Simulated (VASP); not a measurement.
Set up this calculation in VASP 6.6.1, as the native input.

```
Task                   : single point
Functional             : PBEsol
Potentials or basis    : VASP PAW PBE potentials, release 64 (Ge_d)
Cutoff                 : 410 eV
k mesh                 : 12 × 12 × 1
Occupations            : gaussian, width 0.03 eV
Spin                   : no spin polarisation
Dipole correction      : yes
Further INCAR settings : ALGO = Normal; EDIFF = 1e-06; NBANDS = 21; NELMDL = -8
```

The structure of Ge lies in POSCAR:

```
Ge
1.0
    3.9882698326      0.0000000000      0.0000000000
   -1.9941349163      3.4539429922      0.0000000000
    0.0000000000      0.0000000000     25.1599999975
Ge
2
Direct
    0.3333333333      0.6666666667      0.2786647802
    0.6666666667      0.3333333333      0.3048010387
```

These files were run (other wordings do the same):

INCAR

```
SYSTEM = Ge
PREC     = Accurate       ! precision mode
ENCUT    = 410            ! plane-wave cutoff, eV
EDIFF    = 1E-6           ! SCF threshold, eV
ISMEAR   = 0              ! smearing method
SIGMA    = 0.03           ! smearing width, eV
LREAL    = .False.        ! projectors in reciprocal space
LASPH    = .True.         ! aspherical terms in the spheres
NELM     = 120            ! most SCF steps
ALGO     = Normal         ! electronic algorithm
ISIF     = 2              ! what is computed and relaxed
LWAVE    = .False.        ! write WAVECAR
LCHARG   = .False.        ! write CHGCAR
LDIPOL   = .True.       
IDIPOL   = 3            
DIPOL    = 0.5 0.5 0.292
GGA      = PS             ! functional
NBANDS   = 21             ! bands
GGA_COMPAT= .False.      
NELMDL   = -8
```

KPOINTS

```
Automatic mesh
0
Gamma
  12 12 1
  0 0 0
```

Potentials or basis: VASP PAW PBE potentials, release 64 (Ge_d).

Launch:

```sh
$ cat potpaw_PBE.64/Ge_d/POTCAR > POTCAR
$ mpirun -np 1 vasp_std > vasp.out
```

Results of the run:

- Largest force: 0.010 eV/Å
- Band gap on the k mesh: zero (filled and empty bands touch)

Caveat: the PAW data sets were made with another functional, which shifts forces and pressure a little.

Run time: 110 s on 1 thread of Intel(R) Xeon(R) Platinum 8559C (Emerald Rapids), on a shared host, peak memory 0.35 GiB.
